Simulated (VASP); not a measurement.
A run of VASP 6.6.1 is set up as follows.

The input INCAR:

```
PREC = Accurate
ENCUT = 520
EDIFF = 1E-7
ISMEAR = -1
SIGMA = 0.05
LREAL = F
LASPH = T
NELM = 60
ALGO = Normal
ISIF = 2
LWAVE = F
LCHARG = F
GGA = B5
ALDAX = 1.0
AGGAX = 1.0
AGGAC = 1.0
ALDAC = 0.0
NBANDS = 25
```

File KPOINTS:

```
Automatic mesh
0
Gamma
  6 6 3
```

Contents of POSCAR:

```
CuO
1.0
    2.3446497600     -1.7133998200      0.0000000000
    2.3446497600      1.7133998200      0.0000000000
   -0.8605499100      0.0000000000      5.0594394800
Cu O
2 2
Direct
    0.0032000000      0.4968000000      0.0000000000
    0.4968000000      0.0032000000      0.5000000000
    0.5714000000      0.4056000000      0.2537000000
    0.4056000000      0.5714000000      0.7537000000
```

Potentials or basis: VASP PAW PBE potentials, release 64 (Cu, O).

Launch:

```sh
$ cat potpaw_PBE.64/Cu/POTCAR potpaw_PBE.64/O/POTCAR > POTCAR
$ mpirun -np 1 vasp_std > vasp.out
```

(1) What does it give for the band gap on the k mesh?

(2) Estimate the pressure.

(3) Predict the largest force.

## Answers

(1) zero (band 17 reaches 6.22 eV, above the bottom of band 18 at 5.75 eV).

(2) 13.3 GPa.

(3) 0.804 eV/Å.

Caveat: the k points lie up to 0.41 Å⁻¹ apart; the PAW data sets were made with another functional, which shifts forces and pressure a little; semilocal functionals often make such compounds metallic where correlation or magnetic order opens a gap, which also shifts bond lengths.
